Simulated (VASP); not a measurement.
# SiO2 (I-42d) in VASP: a series of runs

Runs on SiO2. Level: PBE. Tasks: electric field gradients.

All numbers are computed with VASP 6.6.1; they aren't measurements. Logs are shortened: lines on timing, memory, paths and dates and some standing lists are left out, and cuts for length are marked.

## 1. The cell of the first run

It takes space group I-42d (No. 122, tetragonal). The conventional cell has a = 4.748 Å, b = 4.748 Å, c = 7.488 Å, α = 90.00°, β = 90.00°, γ = 90.00°. Si (site symmetry -4) has 4 O at 1.62 Å within 2.2 Å. O (site symmetry 2) has 2 Si at 1.62 Å within 2.2 Å.

## 2. Electric field gradients, PBE

File INCAR:

```
PREC = Accurate
ENCUT = 520
EDIFF = 1E-8
ISMEAR = -1
SIGMA = 0.03
LREAL = False
LASPH = True
NELM = 100
ALGO = Normal
ISIF = 2
LWAVE = False
LCHARG = False
GGA = PE
LEFG = True
NBANDS = 25
```

File KPOINTS:

```
Automatic mesh
0
Gamma
  7 7 7
```

File POSCAR:

```
SiO2
1.0
   -2.3740500000      2.3740500000      3.7440000000
    2.3740500000     -2.3740500000      3.7440000000
    2.3740500000      2.3740500000     -3.7440000000
Si O
2 4
Direct
    0.0000000000      0.0000000000      0.0000000000
    0.7500000000      0.2500000000      0.5000000000
    0.9983800000      0.6250000000      0.8733800000
    0.3750000000      0.2483800000      0.3733800000
    0.7516200000      0.1250000000      0.1266200000
    0.8750000000      0.0016200000      0.6266200000
```

Potentials or basis: VASP PAW PBE potentials, release 64 (Si, O).

Run with:

```bash
> cat potpaw_PBE.64/Si/POTCAR potpaw_PBE.64/O/POTCAR > POTCAR
> mpirun -np 1 vasp_std > vasp.out
```

OUTCAR:

```text
PREC = Accurate
   ENCUT = 520
   EDIFF = 1E-8
   ISMEAR = -1
   LREAL = False
   LASPH = True
   NELM = 100
   ISIF = 2
   GGA = PE

 ion  position               nearest neighbor table
   1  0.000  0.000  0.000-   3 1.62   4 1.62   5 1.62   6 1.62   2 3.02   2 3.02   2 3.02   2 3.02

   2  0.750  0.250  0.500-   3 1.62   4 1.62   5 1.62   6 1.62   1 3.02   1 3.02   1 3.02   1 3.02

   3  0.998  0.625  0.873-   1 1.62   2 1.62
   4  0.375  0.248  0.373-   1 1.62   2 1.62
   5  0.752  0.125  0.127-   1 1.62   2 1.62
   6  0.875  0.002  0.627-   1 1.62   2 1.62

  LATTYP: Found a body centered tetragonal cell.
 ALAT       =     4.7481000000
 C/A-ratio  =     1.5770518734

  Lattice vectors:

 A1 = (  -2.3740500000,   2.3740500000,   3.7440000000)
 A2 = (   2.3740500000,  -2.3740500000,   3.7440000000)
 A3 = (   2.3740500000,   2.3740500000,  -3.7440000000)

Analysis of symmetry for initial positions (statically):
=====================================================================
 Subroutine PRICEL returns:
 Original cell was already a primitive cell.

 Routine SETGRP: Setting up the symmetry group for a
 body centered tetragonal supercell.

 Subroutine GETGRP returns: Found  8 space group operations
 (whereof  4 operations were pure point group operations)
 out of a pool of 16 trial point group operations.

The static configuration has the point symmetry S_4 .
 The point group associated with its full space group is D_2d.

Analysis of symmetry for dynamics (positions and initial velocities):
=====================================================================
 Subroutine PRICEL returns:
 Original cell was already a primitive cell.

 Routine SETGRP: Setting up the symmetry group for a
 body centered tetragonal supercell.

 Subroutine GETGRP returns: Found  8 space group operations
 (whereof  4 operations were pure point group operations)
 out of a pool of 16 trial point group operations.

The dynamic configuration has the point symmetry S_4 .
 The point group associated with its full space group is D_2d.

 Subroutine INISYM returns: Found  8 space group operations
 (whereof  4 operations are pure point group operations),
 and found     1 'primitive' translations

----------------------------------------------------------------------------------------

                                     Primitive cell

  volume of cell :      84.4064

  direct lattice vectors                    reciprocal lattice vectors
    -2.374050000  2.374050000  3.744000000     0.000000000  0.210610560  0.133547009
     2.374050000 -2.374050000  3.744000000     0.210610560  0.000000000  0.133547009
     2.374050000  2.374050000 -3.744000000     0.210610560  0.210610560  0.000000000

  length of vectors
     5.028892801  5.028892801  5.028892801     0.249382460  0.249382460  0.297848310

  position of ions in fractional coordinates (direct lattice)
     0.000000000  0.000000000  0.000000000
     0.750000000  0.250000000  0.500000000
     0.998380000  0.625000000  0.873380000
     0.375000000  0.248380000  0.373380000
     0.751620000  0.125000000  0.126620000
     0.875000000  0.001620000  0.626620000

  ion indices of the primitive-cell ions
   primitive index   ion index
                 1           1
                 2           2
                 3           3
                 4           4
                 5           5
                 6           6

----------------------------------------------------------------------------------------

 KPOINTS: Automatic mesh

Automatic generation of k-mesh.
 Grid dimensions read from file:
 generate k-points for:    7    7    7

 Generating k-lattice:

[... 55 lines left out ...]
   ISPIN  =      1    spin polarized calculation?
   LNONCOLLINEAR =      F non collinear calculations
   LSORBIT =      F    spin-orbit coupling
   LASPH  =      T    aspherical Exc in radial PAW
   ENCUT  =  520.0 eV  38.22 Ry    6.18 a.u.   9.35  9.35  9.35*2*pi/ulx,y,z
   NELM   =    100;   NELMIN=  2; NELMDL= -5     # of ELM steps
   EDIFF  = 0.1E-07   stopping-criterion for ELM
   LREAL  =      F    real-space projection
   EDIFFG = 0.1E-06   stopping-criterion for IOM
   NSW    =      0    number of steps for IOM
   IBRION =     -1    ionic relax: 0-MD 1-quasi-New 2-CG
   NFREE  =      0    steps in history (QN), initial steepest desc. (CG)
   ISIF   =      2    stress and relaxation
   ISYM   =      2    0-nonsym 1-usesym 2-fastsym
   POTIM  = 0.5000    time-step for ionic-motion
   TEBEG  =    0.0;   TEEND  =   0.0 temperature during run
   PSTRESS=    0.0 pullay stress
   NELECT =      32.0000    total number of electrons
   NUPDOWN=      -1.0000    fix difference up-down
   EMIN   =  10.00;   EMAX   =-10.00  energy-range for DOS
   EFERMI =   0.00;   METHOD = LEGACY
   ISMEAR =    -1;   SIGMA  =   0.03  broadening in eV -4-tet -1-fermi 0-gaus
   EFERMI_NEDOS =   21; number of points for ismear=-14 and -15
   IALGO  =     38    algorithm
   IMIX   =      4    mixing-type and parameters
     AMIX     =   0.40;   BMIX     =  1.00
     AMIX_MAG =   1.60;   BMIX_MAG =  1.00
  volume/ion in A,a.u.               =      14.07        94.93
  Fermi-wavevector in a.u.,A,eV,Ry     =   1.184858  2.239057 19.101062  1.403888
  Thomas-Fermi vector in A             =   2.321064
   LORBIT       =      0    0 simple, 1 ext, 2 COOP (PROOUT), +10 PAW based schemes
   GGA     = PE    functional components
   LHFCALC =     F    Hartree Fock is set to
   AEXX    =    0.0000 exact exchange contribution
   IVDW    =     0    specifies the selected vdW correction
   LEPSILON=     F    determine dielectric tensor
   LRPA    =     F    only Hartree local field effects (RPA)
 non-spin polarized calculation
  energy-cutoff  :      520.00
  volume of cell :       84.41
 maximum number of plane-waves:      2317
 NGX is ok and might be reduce to    40
   NGX = 19   NGY = 19   NGZ = 19

 number of electron      32.0000012 magnetization

 Free energy of the ion-electron system (eV)
  ---------------------------------------------------
  ext. energy  EPLUGINS =         0.00000000
  ---------------------------------------------------
  free energy    TOTEN  =       -47.39094566 eV

  energy without entropy =      -47.39094566  energy(sigma->0) =      -47.39094566

 E-fermi :   0.5537     XC(G=0):  -8.5478

 val. band max:       -0.1221701860   @ k =   0.0000   0.0000   0.0000
 cond. band min:       5.9196623646   @ k =   0.0000   0.0000   0.0000
 fundamental gap:      6.0418325506
 Fermi energy:         0.5536869694

 k-point     1 :       0.0000    0.0000    0.0000
  band No.  band energies     occupation
      1     -19.2257      2.00000
      2     -17.1136      2.00000
      3     -17.0936      2.00000
      4     -17.0936      2.00000
      5      -8.9117      2.00000
      6      -5.3830      2.00000
[... 661 lines left out ...]
     24      12.8662      0.00000
     25      13.1662      0.00000

 [... further k-points ...]

------------------------ aborting loop because EDIFF is reached ----------------------------------------

  FORCE on cell =-STRESS in cart. coord.  units (eV):
  Direction    XX          YY          ZZ          XY          YZ          ZX
  --------------------------------------------------------------------------------------
  -------------------------------------------------------------------------------------
  Total        2.2730682      2.2730682      1.2850532      0.0000000     -0.0000000      0.0000000
  in kB       43.1466904     43.1466904     24.3924905      0.0000000     -0.0000000      0.0000000
  external PRESSURE =      36.8952904 kB  Pullay stress =       0.0000000 kB

 VOLUME and BASIS-vectors are now :
 -----------------------------------------------------------------------------
  energy-cutoff  :      520.00
  volume of cell :       84.41
      direct lattice vectors                 reciprocal lattice vectors
    -2.374050000  2.374050000  3.744000000     0.000000000  0.210610560  0.133547009
     2.374050000 -2.374050000  3.744000000     0.210610560  0.000000000  0.133547009
     2.374050000  2.374050000 -3.744000000     0.210610560  0.210610560  0.000000000

 POSITION                                       TOTAL-FORCE (eV/Angst)
 -----------------------------------------------------------------------------------
      0.00000      0.00000      0.00000         0.000000      0.000000      0.000000
      0.00000      2.37405      1.87200         0.000000     -0.000000     -0.000000
      1.18702      2.95987      2.80800         0.000000      0.132807      0.000000
      0.58582      1.18702      0.93600         0.132807      0.000000      0.000000
     -1.18702      1.78823      2.80800         0.000000     -0.132807      0.000000
     -0.58582      3.56107      0.93600        -0.132807      0.000000      0.000000
 -----------------------------------------------------------------------------------
    total drift:                                0.000002      0.000002      0.000002

  FREE ENERGIE OF THE ION-ELECTRON SYSTEM (eV)
  ---------------------------------------------------
  free  energy   TOTEN  =       -47.3909456595 eV

  energy  without entropy=      -47.3909456595  energy(sigma->0) =      -47.39094566

 Electric field gradients (V/A^2)
---------------------------------------------------------------------
 ion       V_xx      V_yy      V_zz      V_xy      V_xz      V_yz
---------------------------------------------------------------------
   1       2.950     2.950    -5.900    -0.000    -0.000    -0.000
   2       2.950     2.950    -5.900    -0.000    -0.000    -0.000
   3      27.994   -28.226     0.232     0.003    69.992     0.002
   4     -28.226    27.994     0.232     0.003     0.002    69.992
   5      27.994   -28.226     0.232     0.003   -69.987     0.002
   6     -28.226    27.994     0.232     0.003     0.002   -69.987
---------------------------------------------------------------------

 Electric field gradients after diagonalization (V/A^2)
 (convention: |V_zz| > |V_xx| > |V_yy|)
----------------------------------------------------------------------
 ion       V_xx      V_yy      V_zz     asymmetry (V_yy - V_xx)/ V_zz
----------------------------------------------------------------------
   1       2.951     2.950    -5.900       0.000
   2       2.951     2.950    -5.900       0.000
   3     -57.243   -28.226    85.468       0.340
   4     -57.243   -28.226    85.468       0.340
   5     -57.237   -28.226    85.463       0.339
   6     -57.237   -28.226    85.463       0.339
----------------------------------------------------------------------

           NMR quadrupolar parameters

 Cq : quadrupolar parameter    Cq=e*Q*V_zz/h
 eta: asymmetry parameters     (V_yy - V_xx)/ V_zz
 Q  : nuclear electric quadrupole moment in mb (millibarn)
----------------------------------------------------------------------
 ion       Cq(MHz)       eta       Q (mb)
----------------------------------------------------------------------
   1      -0.014       0.000       1.000
   2      -0.014       0.000       1.000
   3       0.207       0.340       1.000
   4       0.207       0.340       1.000
   5       0.207       0.339       1.000
   6       0.207       0.339       1.000
----------------------------------------------------------------------
```

Wall time 2.3 min (1 thread of Intel Xeon Platinum 8259CL at 2.50GHz (Skylake/Cascade Lake), shared host); peak memory 0.25 GiB.

What came out:

```yaml
Free_energy: -47.3909 eV
Pressure: 3.7 GPa
Largest_force: 0.133 eV/Å
Band_gap_on_the_k_mesh: 6.04 eV, direct
```

Forces in eV/Å, atoms in the order of the input:
```
Si   0.000  0.000  0.000
Si   0.000  0.000  0.000
O    0.000  0.133  0.000
O    0.133  0.000  0.000
O    0.000 -0.133  0.000
O   -0.133  0.000  0.000
```

Levels at points of the mesh, in eV from the valence-band top:
```
           k point  band 14  band 15  band 16  band 17  band 18  band 19
(0.00, 0.00, 0.00)    -1.03     0.00     0.00     6.04     8.71    11.33
```

Electric field gradients, principal values (V/Å²):
```
atom    least   middle  greatest (by size)
1 Si    2.950    2.951              -5.900
2 Si    2.950    2.951              -5.900
 3 O  -28.226  -57.243              85.468
 4 O  -28.226  -57.243              85.468
 5 O  -28.226  -57.237              85.463
 6 O  -28.226  -57.237              85.463
```

Caveat: without QUAD_EFG the Cq values of the log hold for a quadrupole moment of 1 mb, not for the nuclei. A hybrid or GW would open this gap; PBE tends to underestimate it.

(Continued in part 2 of 2.)
